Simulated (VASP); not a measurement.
Here is a VASP 6.6.1 calculation.

Contents of POSCAR:

```
SrCl2
1.0
    0.0000000000      3.5036972457      3.5036972457
    3.5036972457      0.0000000000      3.5036972457
    3.5036972457      3.5036972457      0.0000000000
Sr Cl
1 2
Direct
    0.0000000000      0.0000000000      0.0000000000
    0.7500000000      0.7500000000      0.7500000000
    0.2500000000      0.2500000000      0.2500000000
```

INCAR.step1

```
  PREC = Accurate
  ENCUT = 520
  EDIFF = 1E-5
  ISMEAR = -1
  SIGMA = 0.02
  LREAL = False
  LASPH = True
  NELM = 100
  ALGO = Normal
  ISIF = 2
  LWAVE = True
  GGA = PE
  NBANDS = 19
```

Contents of INCAR.step2:

```
  PREC = Accurate
  ENCUT = 520
  EDIFF = 1E-6
  ISMEAR = -1
  SIGMA = 0.02
  LREAL = False
  LASPH = True
  NELM = 100
  ALGO = Normal
  ISIF = 2
  LWAVE = False
  LCHARG = True
  GGA = PE
  LHFCALC = True
  HFSCREEN = 0.2079
  PRECFOCK = Normal
  LELF = True
  LVHAR = True
  ISTART = 1
  NBANDS = 19
```

KPOINTS

```
regular mesh
0
Gamma
  4 4 4
```

Potentials or basis: VASP PAW PBE potentials, release 64 (Sr_sv, Cl).

Run with:

```sh
$ cat potpaw_PBE.64/Sr_sv/POTCAR potpaw_PBE.64/Cl/POTCAR > POTCAR
$ cp INCAR.step1 INCAR
$ mpirun -np 1 vasp_std > vasp.out
$ cp INCAR.step2 INCAR
$ mpirun -np 1 vasp_std > vasp.out
```

(1) Predict the band gap on the k mesh.

(2) Predict the pressure.

Results:

(1) 6.56 eV, indirect (least direct gap 6.82 eV).

(2) 0.1 GPa.

Caveat: the PAW data sets were made with another functional, which shifts forces and pressure a little.
